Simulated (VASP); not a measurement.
# MoS2 (MoS2 (P6_3/mmc)) (P6_3/mmc) in VASP: a series of runs

Runs on MoS2 (MoS2 (P6_3/mmc)). Level: LDA. Tasks: single point, relaxation of cell and atoms.

All numbers are computed with VASP 6.6.1; they aren't measurements. Logs are shortened: lines on timing, memory, paths and dates and some standing lists are left out, and cuts for length are marked.

### 1 The cell of the first run

It takes space group P6_3/mmc (No. 194, hexagonal). Conventional cell: a = 3.122 Å, b = 3.122 Å, c = 12.083 Å, α = 90.00°, β = 90.00°, γ = 120.00°. Within 3.1 Å of Mo (site symmetry -6m2) lie 6 S at 2.38 Å. Within 3.1 Å of S (site symmetry 3m) lie 3 Mo at 2.38 Å.

### 2 Single point, LDA

INCAR reads:

```
SYSTEM = MoS2
PREC = Accurate
ENCUT = 520
EDIFF = 1E-7
ISMEAR = 0
SIGMA = 0.01
LREAL = .False.
LASPH = .True.
NELM = 100
ALGO = Normal
ISIF = 2
LWAVE = .False.
LCHARG = .True.
LELF = .True.
LVHAR = .True.
NBANDS = 35
```

KPOINTS reads:

```
Automatic mesh
0
Gamma
  10 10 2
  0 0 0
```

POSCAR reads:

```
MoS2
1.0
    3.1223289321      0.0000000282      0.0000000000
   -1.5611644905      2.7040161600      0.0000000000
    0.0000000000      0.0000000000     12.0827026882
Mo S
2 4
Direct
    0.6666666667      0.3333333333      0.2500000000
    0.3333333333      0.6666666667      0.7500000000
    0.6666666667      0.3333333333      0.6213714248
    0.3333333333      0.6666666667      0.3786285752
    0.6666666667      0.3333333333      0.8786285752
    0.3333333333      0.6666666667      0.1213714248
```

Potentials or basis: VASP PAW LDA potentials, release 64 (Mo_sv, S).

Run with:

```
$ cat potpaw_LDA.64/Mo_sv/POTCAR potpaw_LDA.64/S/POTCAR > POTCAR
$ mpirun -np 1 vasp_std > vasp.out
```

OUTCAR:

```text
SYSTEM = MoS2
   PREC = Accurate
   ENCUT = 520
   EDIFF = 1E-7
   ISMEAR = 0
   LREAL = .False.
   LASPH = .True.
   NELM = 100
   ISIF = 2

 ion  position               nearest neighbor table
   1  0.667  0.333  0.250-   4 2.38   6 2.38   4 2.38   6 2.38   4 2.38   6 2.38
   2  0.333  0.667  0.750-   3 2.38   5 2.38   3 2.38   5 2.38   3 2.38   5 2.38
   3  0.667  0.333  0.621-   2 2.38   2 2.38   2 2.38
   4  0.333  0.667  0.379-   1 2.38   1 2.38   1 2.38
   5  0.667  0.333  0.879-   2 2.38   2 2.38   2 2.38
   6  0.333  0.667  0.121-   1 2.38   1 2.38   1 2.38

  LATTYP: Found a hexagonal cell.
 ALAT       =     3.1223289321
 C/A-ratio  =     3.8697725163

  Lattice vectors:

 A1 = (   3.1223289321,   0.0000000282,   0.0000000000)
 A2 = (  -1.5611644905,   2.7040161600,   0.0000000000)
 A3 = (   0.0000000000,   0.0000000000,  12.0827026882)

Analysis of symmetry for initial positions (statically):
=====================================================================
 Subroutine PRICEL returns:
 Original cell was already a primitive cell.

 Routine SETGRP: Setting up the symmetry group for a
 hexagonal supercell.

 Subroutine GETGRP returns: Found 24 space group operations
 (whereof 12 operations were pure point group operations)
 out of a pool of 24 trial point group operations.

The static configuration has the point symmetry D_3d.
 The point group associated with its full space group is D_6h.

Analysis of symmetry for dynamics (positions and initial velocities):
=====================================================================
 Subroutine PRICEL returns:
 Original cell was already a primitive cell.

 Routine SETGRP: Setting up the symmetry group for a
 hexagonal supercell.

 Subroutine GETGRP returns: Found 24 space group operations
 (whereof 12 operations were pure point group operations)
 out of a pool of 24 trial point group operations.

The dynamic configuration has the point symmetry D_3d.
 The point group associated with its full space group is D_6h.

 Subroutine INISYM returns: Found 24 space group operations
 (whereof 12 operations are pure point group operations),
 and found     1 'primitive' translations

----------------------------------------------------------------------------------------

                                     Primitive cell

[... 93 lines left out ...]
   LNONCOLLINEAR =      F non collinear calculations
   LSORBIT =      F    spin-orbit coupling
   LASPH  =      T    aspherical Exc in radial PAW
   ENCUT  =  520.0 eV  38.22 Ry    6.18 a.u.   5.81  5.81 22.47*2*pi/ulx,y,z
   NELM   =    100;   NELMIN=  2; NELMDL= -5     # of ELM steps
   EDIFF  = 0.1E-06   stopping-criterion for ELM
   LREAL  =      F    real-space projection
   EDIFFG = 0.1E-05   stopping-criterion for IOM
   NSW    =      0    number of steps for IOM
   IBRION =     -1    ionic relax: 0-MD 1-quasi-New 2-CG
   NFREE  =      0    steps in history (QN), initial steepest desc. (CG)
   ISIF   =      2    stress and relaxation
   ISYM   =      2    0-nonsym 1-usesym 2-fastsym
   POTIM  = 0.5000    time-step for ionic-motion
   TEBEG  =    0.0;   TEEND  =   0.0 temperature during run
   PSTRESS=    0.0 pullay stress
   NELECT =      52.0000    total number of electrons
   NUPDOWN=      -1.0000    fix difference up-down
   EMIN   =  10.00;   EMAX   =-10.00  energy-range for DOS
   EFERMI =   0.00;   METHOD = LEGACY
   ISMEAR =     0;   SIGMA  =   0.01  broadening in eV -4-tet -1-fermi 0-gaus
   EFERMI_NEDOS =   21; number of points for ismear=-14 and -15
   IALGO  =     38    algorithm
   IMIX   =      4    mixing-type and parameters
     AMIX     =   0.40;   BMIX     =  1.00
     AMIX_MAG =   1.60;   BMIX_MAG =  1.00
  volume/ion in A,a.u.               =      17.00       114.74
  Fermi-wavevector in a.u.,A,eV,Ry     =   1.307752  2.471292 23.268878  1.710214
  Thomas-Fermi vector in A             =   2.438465
   LORBIT       =      0    0 simple, 1 ext, 2 COOP (PROOUT), +10 PAW based schemes
   GGA     = CA    functional components
   LHFCALC =     F    Hartree Fock is set to
   AEXX    =    0.0000 exact exchange contribution
   IVDW    =     0    specifies the selected vdW correction
   LEPSILON=     F    determine dielectric tensor
   LRPA    =     F    only Hartree local field effects (RPA)
 non-spin polarized calculation
 Gauss-broadening in eV      SIGMA  =   0.01
  energy-cutoff  :      520.00
  volume of cell :      102.01
 maximum number of plane-waves:      2775
 NGX is ok and might be reduce to    24
   NGX = 11   NGY = 11   NGZ = 45

 number of electron      52.0000004 magnetization

 Free energy of the ion-electron system (eV)
  ---------------------------------------------------
  ext. energy  EPLUGINS =         0.00000000
  ---------------------------------------------------
  free energy    TOTEN  =       -48.95804620 eV

  energy without entropy =      -48.95804620  energy(sigma->0) =      -48.95804620

 E-fermi :   8.1000     XC(G=0): -11.3760

 val. band max:        8.0524426296   @ k =   0.0000   0.0000   0.0000
 cond. band min:       8.8270552907   @ k =   0.2000   0.2000   0.0000
 fundamental gap:      0.7746126611
 Fermi energy:         8.0999694529

 k-point     1 :       0.0000    0.0000    0.0000
  band No.  band energies     occupation
      1     -53.1235      2.00000
      2     -53.1235      2.00000
      3     -27.5167      2.00000
      4     -27.5166      2.00000
      5     -27.2257      2.00000
      6     -27.2257      2.00000
[... 901 lines left out ...]
     34      11.6448      0.00000
     35      14.0603      0.00000

 [... further k-points ...]
[... 5 lines left out ...]
  --------------------------------------------------------------------------------------
  -------------------------------------------------------------------------------------
  Total        0.0803286      0.0803286      0.0419561     -0.0000000     -0.0000000     -0.0000000
  in kB        1.2616206      1.2616206      0.6589521     -0.0000000     -0.0000000     -0.0000000
  external PRESSURE =       1.0607311 kB  Pullay stress =       0.0000000 kB

 VOLUME and BASIS-vectors are now :
 -----------------------------------------------------------------------------
  energy-cutoff  :      520.00
  volume of cell :      102.01
      direct lattice vectors                 reciprocal lattice vectors
     3.122328932  0.000000028  0.000000000     0.320273750  0.184910139  0.000000000
    -1.561164490  2.704016160  0.000000000    -0.000000003  0.369820273  0.000000000
     0.000000000  0.000000000 12.082702688     0.000000000  0.000000000  0.082762940

 POSITION                                       TOTAL-FORCE (eV/Angst)
 -----------------------------------------------------------------------------------
      1.56116      0.90134      3.02068        -0.000000      0.000000      0.000000
     -0.00000      1.80268      9.06203         0.000000     -0.000000      0.000000
      1.56116      0.90134      7.50785         0.000000     -0.000000     -0.015361
     -0.00000      1.80268      4.57486        -0.000000      0.000000      0.015361
      1.56116      0.90134     10.61621        -0.000000     -0.000000      0.015361
     -0.00000      1.80268      1.46649        -0.000000      0.000000     -0.015361
 -----------------------------------------------------------------------------------
    total drift:                               -0.000000      0.000000     -0.000000

  FREE ENERGIE OF THE ION-ELECTRON SYSTEM (eV)
  ---------------------------------------------------
  free  energy   TOTEN  =       -48.9580462038 eV

  energy  without entropy=      -48.9580462038  energy(sigma->0) =      -48.95804620
```

It took 61 s on 1 thread of Intel Xeon Platinum 8488C (Sapphire Rapids), shared host; peak memory 0.22 GiB.

What came out:

* Free energy: -48.9580 eV
* Pressure: 0.1 GPa
* Largest force: 0.015 eV/Å
* Band gap on the k mesh: 0.77 eV, indirect (least direct gap 1.98 eV)

Forces on the atoms (eV/Å):
```
Mo   0.000  0.000  0.000
Mo   0.000  0.000  0.000
S    0.000  0.000 -0.015
S    0.000  0.000  0.015
S    0.000  0.000  0.015
S    0.000  0.000 -0.015
```

A k mesh can miss the band edges.

### 3 Relaxation of cell and atoms, LDA

This run uses another cell than the first one, of 19.68 Å³/atom, 1.157 times its volume.

INCAR reads:

```
PREC = Accurate ; ENCUT = 600
EDIFF = 1E-7 ; ISMEAR = 0
SIGMA = 0.01 ; LREAL = False
LASPH = True ; NELM = 60
ALGO = Normal ; ISIF = 3
LWAVE = False ; LCHARG = False
IBRION = 2 ; NSW = 80
EDIFFG = -0.005
```

KPOINTS reads:

```
Automatic mesh
0
Gamma
  10 10 2
```

POSCAR reads:

```
MoS2
1.0
    3.1922379000      0.0000000000      0.0000000000
   -1.5961190000      2.7645591000      0.0000000000
    0.0000000000      0.0000000000     13.3782940000
Mo S
2 4
Direct
    0.6666666700      0.3333333300      0.2500000000
    0.3333333300      0.6666666700      0.7500000000
    0.6666666700      0.3333333300      0.6330820000
    0.3333333300      0.6666666700      0.3669180000
    0.6666666700      0.3333333300      0.8669180000
    0.3333333300      0.6666666700      0.1330820000
```

Potentials or basis: VASP PAW LDA potentials, release 64 (Mo_sv, S).

Run with:

```
$ cat potpaw_LDA.64/Mo_sv/POTCAR potpaw_LDA.64/S/POTCAR > POTCAR
$ mpirun -np 1 vasp_std > vasp.out
```

OUTCAR:

```text
PREC = Accurate
   ENCUT = 600
   EDIFF = 1E-7
   ISMEAR = 0
   LREAL = False
   LASPH = True
   NELM = 60
   ISIF = 3
   IBRION = 2
   NSW = 80
   EDIFFG = -0.005

 ion  position               nearest neighbor table
   1  0.667  0.333  0.250-   4 2.42   6 2.42   4 2.42   6 2.42   4 2.42   6 2.42
   2  0.333  0.667  0.750-   3 2.42   5 2.42   3 2.42   5 2.42   3 2.42   5 2.42
   3  0.667  0.333  0.633-   2 2.42   2 2.42   2 2.42
   4  0.333  0.667  0.367-   1 2.42   1 2.42   1 2.42
   5  0.667  0.333  0.867-   2 2.42   2 2.42   2 2.42
   6  0.333  0.667  0.133-   1 2.42   1 2.42   1 2.42

  LATTYP: Found a hexagonal cell.
 ALAT       =     3.1922379000
 C/A-ratio  =     4.1908825154

  Lattice vectors:

 A1 = (   3.1922379000,   0.0000000000,   0.0000000000)
[... 390 lines left out ...]

 number of electron      52.0000001 magnetization

 Free energy of the ion-electron system (eV)
  ---------------------------------------------------
  ext. energy  EPLUGINS =         0.00000000
  ---------------------------------------------------
  free energy    TOTEN  =       -48.96316792 eV

  energy without entropy =      -48.96316792  energy(sigma->0) =      -48.96316792

 E-fermi :   8.1653     XC(G=0): -11.3767

 val. band max:        8.0550001469   @ k =   0.0000   0.0000   0.0000
 cond. band min:       8.8241135273   @ k =   0.2000   0.2000   0.0000
 fundamental gap:      0.7691133804
 Fermi energy:         8.1652880821

 k-point     1 :       0.0000    0.0000    0.0000
  band No.  band energies     occupation
      1     -53.1269      2.00000
      2     -53.1269      2.00000
      3     -27.5195      2.00000
      4     -27.5193      2.00000
      5     -27.2302      2.00000
      6     -27.2302      2.00000
[... 805 lines left out ...]
     30      10.2239      0.00000
     31      11.2127      0.00000

 [... further k-points ...]
[... 5 lines left out ...]
  --------------------------------------------------------------------------------------
  -------------------------------------------------------------------------------------
  Total       -0.0095488     -0.0095488      0.0083379      0.0000000      0.0000000      0.0000000
  in kB       -0.1499440     -0.1499440      0.1309303      0.0000000      0.0000000      0.0000000
  external PRESSURE =      -0.0563192 kB  Pullay stress =       0.0000000 kB
[... 21 lines left out ...]
  FREE ENERGIE OF THE ION-ELECTRON SYSTEM (eV)
  ---------------------------------------------------
  free  energy   TOTEN  =       -48.9631679227 eV

  energy  without entropy=      -48.9631679227  energy(sigma->0) =      -48.96316792

 reached required accuracy - stopping structural energy minimisation
```

OSZICAR:

```text
N       E                     dE             d eps       ncg     rms          rms(c)
DAV:   1     0.512214320145E+03    0.51221E+03   -0.31173E+04  1960   0.176E+03
DAV:   2    -0.177885263604E+02   -0.53000E+03   -0.51835E+03  2088   0.430E+02
DAV:   3    -0.510157643884E+02   -0.33227E+02   -0.32669E+02  2273   0.900E+01
[... 252 lines left out ...]
DAV:   3    -0.489631987080E+02    0.11525E-03   -0.38700E-04  1945   0.118E-01    0.539E-02
DAV:   4    -0.489631687215E+02    0.29986E-04   -0.18858E-04  2001   0.664E-02    0.221E-02
DAV:   5    -0.489631681654E+02    0.55617E-06   -0.91054E-06  2106   0.183E-02    0.160E-02
DAV:   6    -0.489631680209E+02    0.14452E-06   -0.15358E-06  1924   0.583E-03    0.878E-03
DAV:   7    -0.489631679227E+02    0.98201E-07   -0.64103E-07  1883   0.408E-03
  24 F= -.48963168E+02 E0= -.48963168E+02  d E =-.428839E-04
```

CONTCAR:

```text
MoS2
   1.00000000000000
     3.1237490111960478    0.0000000012607201    0.0000000000000000
    -1.5618745534334670    2.7052459828515576   -0.0000000000000000
     0.0000000000000000   -0.0000000000000000   12.0738642833406011
  Mo              S
     2     4
Direct
     0.6666666699999979    0.3333333300000021    0.2500000000000000
     0.3333333300000021    0.6666666699999979    0.7500000000000000
     0.6666666699999979    0.3333333300000021    0.6212587027625460
     0.3333333300000021    0.6666666699999979    0.3787412972374542
     0.6666666699999979    0.3333333300000021    0.8787412972374540
     0.3333333300000021    0.6666666699999979    0.1212587027625459

  0.00000000E+00  0.00000000E+00  0.00000000E+00
  0.00000000E+00  0.00000000E+00  0.00000000E+00
  0.00000000E+00  0.00000000E+00  0.00000000E+00
  0.00000000E+00  0.00000000E+00  0.00000000E+00
  0.00000000E+00  0.00000000E+00  0.00000000E+00
  0.00000000E+00  0.00000000E+00  0.00000000E+00
```

Wall time 22 min (1 thread of Intel Xeon Platinum 8488C (Sapphire Rapids), shared host); peak memory 0.28 GiB.

What came out:

```yaml
Free_energy: -48.9632 eV
Relaxed_volume: 17.01 Å³/atom
Relaxed_cell: a = 3.124 Å, b = 3.124 Å, c = 12.074 Å, α = 90.00°, β = 90.00°, γ = 120.00°
Space_group_after_relaxing_to_0.05_Å: P6_3/mmc (No. 194)
Energy_gained_by_relaxing: 37.4 meV/atom
Ionic_steps: 24
Pressure_after_relaxing: 0.0 GPa
Band_gap_on_the_k_mesh: 0.77 eV, indirect (least direct gap 1.97 eV)
```

The path:
```csv
step,energy change (eV),largest force (eV/Å),pressure (GPa),volume (Å³)
1,0.0000,0.5739,-7.10,118.07
2,0.3969,2.4072,17.09,103.79
3,-0.1309,0.2879,-0.53,113.03
4,-0.1310,0.3107,-0.35,112.91
5,-0.1461,0.0969,-0.18,111.81
6,-0.1461,0.0855,-0.17,111.75
7,-0.1502,0.0976,-0.08,111.30
8,-0.1620,0.1367,0.21,109.97
9,-0.1834,0.2257,0.94,107.30
10,-0.2015,0.4353,3.08,101.99
11,-0.2022,0.4289,3.05,101.94
12,-0.2042,0.4098,2.95,101.80
13,-0.2078,0.3715,2.77,101.53
14,-0.2131,0.2954,2.41,100.98
15,-0.2151,0.1436,1.78,99.88
16,-0.2157,0.1899,1.96,100.21
17,-0.2176,0.1688,1.73,100.43
18,-0.2219,0.1054,1.06,101.11
19,-0.2240,0.0199,-0.22,102.47
20,-0.2242,0.0093,0.07,102.16
21,-0.2242,0.0128,0.10,102.12
22,-0.2242,0.0114,0.09,102.11
23,-0.2243,0.0070,0.06,102.08
24,-0.2243,0.0015,-0.01,102.03
```

Final structure:
```
Mo S
1.0
     3.12375    0.00000    0.00000
    -1.56187    2.70525    0.00000
     0.00000    0.00000   12.07386
Mo S
2 4
Direct
  0.66667 0.33333 0.25000
  0.33333 0.66667 0.75000
  0.66667 0.33333 0.62126
  0.33333 0.66667 0.37874
  0.66667 0.33333 0.87874
  0.33333 0.66667 0.12126
```

A k mesh can miss the band edges.
